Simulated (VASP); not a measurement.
# MgS (Niningerite) in VASP: notebook

Runs on MgS (Niningerite). Level: PBEsol. Tasks: single point.

All numbers are computed with VASP 6.6.1; they aren't measurements. Logs are shortened: lines on timing, memory, paths and dates and some standing lists are left out, and cuts for length are marked.

**1. The cell of the first run**

It takes space group Fm-3m (No. 225, cubic). Conventional cell: a = 5.006 Å, b = 5.006 Å, c = 5.006 Å, α = 90.00°, β = 90.00°, γ = 90.00°. Within 3.3 Å of S (site symmetry m-3m) lie 6 Mg at 2.50 Å. Mg (site symmetry m-3m) has 6 S at 2.50 Å within 3.3 Å.

**2. Single point, PBEsol**

File INCAR:

```
SYSTEM = MgS
PREC = Accurate
ENCUT = 520
EDIFF = 1E-6
ISMEAR = -1
SIGMA = 0.05
LREAL = .FALSE.
LASPH = .TRUE.
NELM = 80
ALGO = Normal
ISIF = 2
LWAVE = .FALSE.
LCHARG = .FALSE.
GGA = PS
NBANDS = 11
```

File KPOINTS:

```
regular mesh
0
G
  9 9 9
  0 0 0
```

File POSCAR:

```
MgS
1.0
    0.0000000000      2.5028110476      2.5028110476
    2.5028110476      0.0000000000      2.5028110476
    2.5028110476      2.5028110476      0.0000000000
S Mg
1 1
Direct
    0.5000000000      0.5000000000      0.5000000000
    0.0000000000      0.0000000000      0.0000000000
```

Potentials or basis: VASP PAW PBE potentials, release 64 (S, Mg).

Command:

```bash
> cat potpaw_PBE.64/S/POTCAR potpaw_PBE.64/Mg/POTCAR > POTCAR
> mpirun -np 1 vasp_std > vasp.out
```

OUTCAR:

```text
SYSTEM = MgS
   PREC = Accurate
   ENCUT = 520
   EDIFF = 1E-6
   ISMEAR = -1
   LREAL = .FALSE.
   LASPH = .TRUE.
   NELM = 80
   ISIF = 2
   GGA = PS

 ion  position               nearest neighbor table
   1  0.500  0.500  0.500-   2 2.50   2 2.50   2 2.50   2 2.50   2 2.50   2 2.50
   2  0.000  0.000  0.000-   1 2.50   1 2.50   1 2.50   1 2.50   1 2.50   1 2.50

  LATTYP: Found a face centered cubic cell.
 ALAT       =     5.0056220952

  Lattice vectors:

 A1 = (   0.0000000000,   2.5028110476,   2.5028110476)
 A2 = (   2.5028110476,   0.0000000000,   2.5028110476)
 A3 = (   2.5028110476,   2.5028110476,   0.0000000000)

Analysis of symmetry for initial positions (statically):
[... 33 lines left out ...]
                                     Primitive cell

  volume of cell :      31.3555

  direct lattice vectors                    reciprocal lattice vectors
     0.000000000  2.502811048  2.502811048    -0.199775369  0.199775369  0.199775369
     2.502811048  0.000000000  2.502811048     0.199775369 -0.199775369  0.199775369
     2.502811048  2.502811048  0.000000000     0.199775369  0.199775369 -0.199775369

  length of vectors
     3.539509328  3.539509328  3.539509328     0.346021089  0.346021089  0.346021089

  position of ions in fractional coordinates (direct lattice)
[... 8 lines left out ...]
----------------------------------------------------------------------------------------

 KPOINTS: regular mesh

Automatic generation of k-mesh.
 Grid dimensions read from file:
 generate k-points for:    9    9    9

 Generating k-lattice:

  Cartesian coordinates                     Fractional coordinates (reciprocal lattice)
    -0.022197263  0.022197263  0.022197263     0.111111111  0.000000000  0.000000000
     0.022197263 -0.022197263  0.022197263     0.000000000  0.111111111  0.000000000
     0.022197263  0.022197263 -0.022197263     0.000000000  0.000000000  0.111111111

  Length of vectors
     0.038446788  0.038446788  0.038446788

  Shift w.r.t. Gamma in fractional coordinates (k-lattice)
     0.000000000  0.000000000  0.000000000

 Subroutine IBZKPT returns following result:
 ===========================================

 Found     35 irreducible k-points:

 Following reciprocal coordinates:
            Coordinates               Weight
  0.000000  0.000000  0.000000      1.000000
  0.111111  0.000000  0.000000      8.000000
  0.222222  0.000000  0.000000      8.000000
  0.333333  0.000000  0.000000      8.000000
  0.444444  0.000000  0.000000      8.000000
  0.111111  0.111111  0.000000      6.000000
[... 16 lines left out ...]
 -0.333333  0.333333  0.000000     12.000000
  0.444444  0.444444  0.000000      6.000000
 [... further k-points ...]
   k-points           NKPTS =     35   k-points in BZ     NKDIM =     35   number of bands    NBANDS=     11
   number of dos      NEDOS =    301   number of ions     NIONS =      2
   total plane-waves  NPLWV =  21952
   dimension x,y,z NGX =    28 NGY =   28 NGZ =   28
   dimension x,y,z NGXF=    56 NGYF=   56 NGZF=   56
   ions per type =               1   1
   NGX,Y,Z   is equivalent  to a cutoff of  13.15, 13.15, 13.15 a.u.
   NGXF,Y,Z  is equivalent  to a cutoff of  26.30, 26.30, 26.30 a.u.
 SYSTEM =  MgS
   PREC   = accura    normal or accurate (medium, high low for compatibility)
   ISTART =      0    job   : 0-new  1-cont  2-samecut
   ICHARG =      2    charge: 1-file 2-atom 10-const
   ISPIN  =      1    spin polarized calculation?
   LNONCOLLINEAR =      F non collinear calculations
   LSORBIT =      F    spin-orbit coupling
   LASPH  =      T    aspherical Exc in radial PAW
   ENCUT  =  520.0 eV  38.22 Ry    6.18 a.u.   6.58  6.58  6.58*2*pi/ulx,y,z
   NELM   =     80;   NELMIN=  2; NELMDL= -5     # of ELM steps
   EDIFF  = 0.1E-05   stopping-criterion for ELM
   LREAL  =      F    real-space projection
   EDIFFG = 0.1E-04   stopping-criterion for IOM
   NSW    =      0    number of steps for IOM
   IBRION =     -1    ionic relax: 0-MD 1-quasi-New 2-CG
[... 8 lines left out ...]
   EMIN   =  10.00;   EMAX   =-10.00  energy-range for DOS
   EFERMI =   0.00;   METHOD = LEGACY
   ISMEAR =    -1;   SIGMA  =   0.05  broadening in eV -4-tet -1-fermi 0-gaus
   EFERMI_NEDOS =   21; number of points for ismear=-14 and -15
   IALGO  =     38    algorithm
   IMIX   =      4    mixing-type and parameters
     AMIX     =   0.40;   BMIX     =  1.00
     AMIX_MAG =   1.60;   BMIX_MAG =  1.00
  volume/ion in A,a.u.               =      15.68       105.80
  Fermi-wavevector in a.u.,A,eV,Ry     =   1.038325  1.962150 14.668705  1.078119
  Thomas-Fermi vector in A             =   2.172804
   LORBIT       =      0    0 simple, 1 ext, 2 COOP (PROOUT), +10 PAW based schemes
   GGA     = PS    functional components
   LHFCALC =     F    Hartree Fock is set to
   AEXX    =    0.0000 exact exchange contribution
   IVDW    =     0    specifies the selected vdW correction
   LEPSILON=     F    determine dielectric tensor
   LRPA    =     F    only Hartree local field effects (RPA)
 non-spin polarized calculation
  energy-cutoff  :      520.00
  volume of cell :       31.36
 maximum number of plane-waves:       869
   NGX = 13   NGY = 13   NGZ = 13

 number of electron       8.0000001 magnetization

 Free energy of the ion-electron system (eV)
  ---------------------------------------------------
  ext. energy  EPLUGINS =         0.00000000
  ---------------------------------------------------
  free energy    TOTEN  =        -8.97991933 eV

  energy without entropy =       -8.97991933  energy(sigma->0) =       -8.97991933

 E-fermi :   5.7588     XC(G=0): -10.3267

 val. band max:        4.7838330952   @ k =   0.0000   0.0000   0.0000
 cond. band min:       7.8561136413   @ k =   0.4444   0.4444   0.0000
 fundamental gap:      3.0722805461
 Fermi energy:         5.7587619147

 k-point     1 :       0.0000    0.0000    0.0000
  band No.  band energies     occupation
      1      -8.6236      2.00000
      2       4.7838      2.00000
      3       4.7838      2.00000
      4       4.7838      2.00000
      5       9.3551      0.00000
      6      12.5338      0.00000
      7      12.5338      0.00000
      8      12.5338      0.00000
      9      15.2037      0.00000
     10      15.2037      0.00000
     11      17.3334      0.00000
[... 309 lines left out ...]
 k-point    24 :       0.4444    0.4444    0.0000
  band No.  band energies     occupation
      1      -6.5868      2.00000
      2       0.0006      2.00000
      3       2.8393      2.00000
      4       2.8393      2.00000
      5       7.8561      0.00000
      6       8.6989      0.00000
      7      17.4654      0.00000
      8      17.7981      0.00000
      9      18.7325      0.00000
     10      18.7325      0.00000
     11      21.7516      0.00000

 [... further k-points ...]
[... 5 lines left out ...]
  --------------------------------------------------------------------------------------
  -------------------------------------------------------------------------------------
  Total        1.9267373      1.9267373      1.9267373     -0.0000000      0.0000000      0.0000000
  in kB       98.4507220     98.4507220     98.4507220     -0.0000000      0.0000000      0.0000000
  external PRESSURE =      98.4507220 kB  Pullay stress =       0.0000000 kB

 VOLUME and BASIS-vectors are now :
 -----------------------------------------------------------------------------
  energy-cutoff  :      520.00
  volume of cell :       31.36
      direct lattice vectors                 reciprocal lattice vectors
     0.000000000  2.502811048  2.502811048    -0.199775369  0.199775369  0.199775369
     2.502811048  0.000000000  2.502811048     0.199775369 -0.199775369  0.199775369
     2.502811048  2.502811048  0.000000000     0.199775369  0.199775369 -0.199775369

 POSITION                                       TOTAL-FORCE (eV/Angst)
 -----------------------------------------------------------------------------------
      2.50281      2.50281      2.50281        -0.000000     -0.000000      0.000000
      0.00000      0.00000      0.00000         0.000000      0.000000     -0.000000
 -----------------------------------------------------------------------------------
    total drift:                                0.000000      0.000000      0.000000

  FREE ENERGIE OF THE ION-ELECTRON SYSTEM (eV)
  ---------------------------------------------------
  free  energy   TOTEN  =        -8.9799193318 eV

  energy  without entropy=       -8.9799193317  energy(sigma->0) =       -8.97991933
```

stdout:

```text
POSCAR found type information on POSCAR S Mg
 POSCAR found :  2 types and       2 ions
 scaLAPACK will be used
 -----------------------------------------------------------------------------
|                                                                             |
|                                                                             |
|     You enforced a specific xc type in the INCAR file but a different       |
|     I HOPE YOU KNOW WHAT YOU ARE DOING!                                     |
|                                                                             |
 -----------------------------------------------------------------------------

 LDA part: xc-table for (Slater+PW92), standard interpolation
 POSCAR, INCAR and KPOINTS ok, starting setup
 FFT: planning ... GRIDC
 FFT: planning ... GRID_SOFT
 FFT: planning ... GRID
 WAVECAR not read
 entering main loop
```

Run time: 6.9 s. Hardware: 1 thread of Intel Xeon 6975P-C, shared host; peak memory 0.16 GiB.

What came out:

- Free energy: -8.9799 eV
- Pressure: 9.8 GPa
- Band gap on the k mesh: 3.07 eV, indirect (least direct gap 4.57 eV)

Levels at points of the mesh, in eV from the valence-band top:
```csv
k point,band 1,band 2,band 3,band 4,band 5,band 6,band 7,band 8
"(0.00, 0.00, 0.00)",-13.41,0.00,0.00,0.00,4.57,7.75,7.75,7.75
```

Caveat: the PAW data sets were made with another functional, which shifts forces and pressure a little. As with any semilocal functional, this PBEsol gap is likely too small.

**3. Single point, PBEsol**

This run uses another cell than the first one, of 16.42 Å³/atom, 1.047 times its volume.

File INCAR:

```
  ALGO = Normal
  EDIFF = 1E-6
  ENCUT = 520
  GGA = PS
  ISIF = 2
  ISMEAR = -1
  LASPH = T
  LCHARG = T
  LELF = T
  LREAL = F
  LVHAR = T
  LWAVE = F
  NBANDS = 11
  NELM = 80
  PREC = Accurate
  SIGMA = 0.05
```

File KPOINTS:

```
k-points
0
Gamma
  9 9 9
```

File POSCAR:

```
MgS
1.0
    0.0000000000      2.5417527451      2.5417527451
    2.5417527451      0.0000000000      2.5417527451
    2.5417527451      2.5417527451      0.0000000000
S Mg
1 1
Direct
    0.5000000000      0.5000000000      0.5000000000
    0.0000000000      0.0000000000      0.0000000000
```

Potentials or basis: VASP PAW PBE potentials, release 64 (S, Mg).

Command:

```bash
> cat potpaw_PBE.64/S/POTCAR potpaw_PBE.64/Mg/POTCAR > POTCAR
> mpirun -np 1 vasp_std > vasp.out
```

Wall time 7.8 s (1 thread of Intel Xeon 6975P-C, shared host); peak memory 0.16 GiB.

It converged, with:

- Free energy: -9.0478 eV
- Pressure: 4.9 GPa
- Band gap on the k mesh: 2.98 eV, indirect (least direct gap 4.16 eV)

Levels at points of the mesh, in eV from the valence-band top:
```
           k point  band 2  band 3  band 4  band 5  band 6  band 7
(0.00, 0.00, 0.00)    0.00    0.00    0.00    4.16    7.80    7.80
```

Caveat: the PAW data sets were made with another functional, which shifts forces and pressure a little.

**4. Single point, PBEsol**

This run uses another cell than the first one, of 17.39 Å³/atom, 1.109 times its volume.

File INCAR:

```
ALGO = Normal
EDIFF = 1E-6
ENCUT = 520
GGA = PS
ISIF = 2
ISMEAR = -1
LASPH = T
LCHARG = F
LREAL = F
LWAVE = F
NBANDS = 11
NELM = 80
PREC = Accurate
SIGMA = 0.05
```

KPOINTS is that of step 3.

File POSCAR:

```
MgS
1.0
    0.0000000000      2.5907530649      2.5907530649
    2.5907530649      0.0000000000      2.5907530649
    2.5907530649      2.5907530649      0.0000000000
S Mg
1 1
Direct
    0.5000000000      0.5000000000      0.5000000000
    0.0000000000      0.0000000000      0.0000000000
```

Command:

```bash
> cat potpaw_PBE.64/S/POTCAR potpaw_PBE.64/Mg/POTCAR > POTCAR
> mpirun -np 1 vasp_std > vasp.out
```

It took 11 s on 1 thread of Intel Xeon 6975P-C, shared host; peak memory 0.16 GiB.

The run converged. Its results:

- Free energy: -9.0752 eV
- Pressure: -0.2 GPa
- Band gap on the k mesh: 2.86 eV, indirect (least direct gap 3.69 eV)

Levels at points of the mesh, in eV from the valence-band top:
| k point | band 2 | band 3 | band 4 | band 5 | band 6 | band 7 |
| --- | --- | --- | --- | --- | --- | --- |
| (0.00, 0.00, 0.00) | 0.00 | 0.00 | 0.00 | 3.69 | 7.85 | 7.85 |

Caveat: the PAW data sets were made with another functional, which shifts forces and pressure a little. A k mesh can miss the band edges.

**5. Single point, PBEsol**

This run uses another cell than the first one, of 17.96 Å³/atom, 1.146 times its volume.

File INCAR:

```
SYSTEM = MgS
PREC = Accurate
ENCUT = 520
EDIFF = 1E-7
ISMEAR = -1
SIGMA = 0.05
LREAL = .FALSE.
LASPH = .TRUE.
NELM = 80
ALGO = Normal
ISIF = 2
LWAVE = .FALSE.
LCHARG = .TRUE.
GGA = PS
LELF = .TRUE.
LVHAR = .TRUE.
NBANDS = 11
```

File KPOINTS:

```
Automatic mesh
0
G
  9 9 9
  0 0 0
```

File POSCAR:

```
MgS
1.0
    0.0000000000      2.6016500000      2.6536830000
    2.6016500000      0.0000000000      2.6536830000
    2.6016500000      2.6016500000      0.0000000000
S Mg
1 1
Direct
    0.5000000000      0.5000000000      0.5000000000
    0.0000000000      0.0000000000      0.0000000000
```

Command:

```bash
> cat potpaw_PBE.64/S/POTCAR potpaw_PBE.64/Mg/POTCAR > POTCAR
> mpirun -np 1 vasp_std > vasp.out
```

Run time: 25 s. Hardware: 1 thread of Intel Xeon 6975P-C, shared host; peak memory 0.18 GiB.

The run converged. Its results:

| Item | Value |
| --- | --- |
| Free energy | -9.0629 eV |
| Pressure | -2.5 GPa |
| Band gap on the k mesh | 2.71 eV, indirect (least direct gap 3.39 eV) |

Stress tensor (GPa, compression positive):
```
-1.90  0.00  0.00
 0.00 -1.90  0.00
 0.00  0.00 -3.68
```

Levels at points of the mesh, in eV from the valence-band top:
| k point | band 1 | band 2 | band 3 | band 4 | band 5 | band 6 | band 7 | band 8 |
| --- | --- | --- | --- | --- | --- | --- | --- | --- |
| (0.00, 0.00, 0.00) | -12.63 | -0.08 | -0.08 | 0.00 | 3.39 | 7.68 | 7.88 | 7.88 |

Caveat: the PAW data sets were made with another functional, which shifts forces and pressure a little. PBEsol gaps usually lie below the measured ones, often by a third to a half.

**6. Overview**

| cell | gap on the mesh (eV) | pressure (GPa) |
| --- | --- | --- |
| a = 3.540 Å, angles 60.0°, 2 atoms | 3.07 | 9.8 |
| a = 3.595 Å, angles 60.0°, 2 atoms | 2.98 | 4.9 |
| a = 3.664 Å, angles 60.0°, 2 atoms | 2.86 | -0.2 |
| a = 3.716, b = 3.716, c = 3.679 Å, angles 60.3, 60.3, 59.3°, 2 atoms | 2.71 | -2.5 |

Alike in all rows: task single point; level PBEsol; potentials or basis VASP PAW PBE potentials, release 64 (S, Mg); no spin polarisation; k mesh 9 × 9 × 9; cutoff (eV) 520; smearing fermi-dirac 0.05 eV.

Caveats: the PAW data sets were made with another functional, which shifts forces and pressure a little.

Absolute energies hang on the potentials; compare differences alone.
